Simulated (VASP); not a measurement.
**YSe2: single point with PBE**

YSe2:

```
CELL_PARAMETERS angstrom
0.00000 3.43319 3.43319
3.43319 0.00000 3.43319
3.43319 3.43319 0.00000
ATOMIC_POSITIONS crystal
Y 0.00000 0.00000 0.00000
Se 0.25000 0.25000 0.25000
Se 0.75000 0.75000 0.75000
```

```json
{"Program": "VASP 6.6.1", "Task": "single point", "Functional": "PBE", "Potentials or basis": "VASP PAW PBE potentials, release 64 (Y_sv, Se)", "Cutoff": "520 eV", "k mesh": "8 × 8 × 8", "Occupations": "gaussian, width 0.05 eV", "Spin": "no spin polarisation", "Dipole correction": "no", "Further INCAR settings": "ALGO = Normal; EDIFF = 1e-07; NBANDS = 18"}
```

| Property | Result |
| --- | --- |
| Pressure | -0.2 GPa |
| Band gap on the k mesh | zero (an odd number of electrons rules out a gap without spin polarisation) |

Levels at points of the mesh, in eV from the Fermi level:
```csv
k point,band 8,band 9,band 10,band 11,band 12,band 13,band 14,band 15
"(0.00, 0.00, 0.00)",-3.27,-3.27,0.17,0.17,0.17,2.38,2.38,4.40
"(0.50, 0.00, 0.00)",-2.49,-2.17,-1.77,-1.41,-1.41,2.88,2.88,4.01
"(0.50, 0.50, 0.00)",-2.90,-2.90,-0.33,-0.33,1.11,2.08,3.45,3.98
```

It took 20 s on 1 thread of Intel(R) Xeon(R) 6975P-C (Granite Rapids) (shared host), peak memory 0.23 GiB.
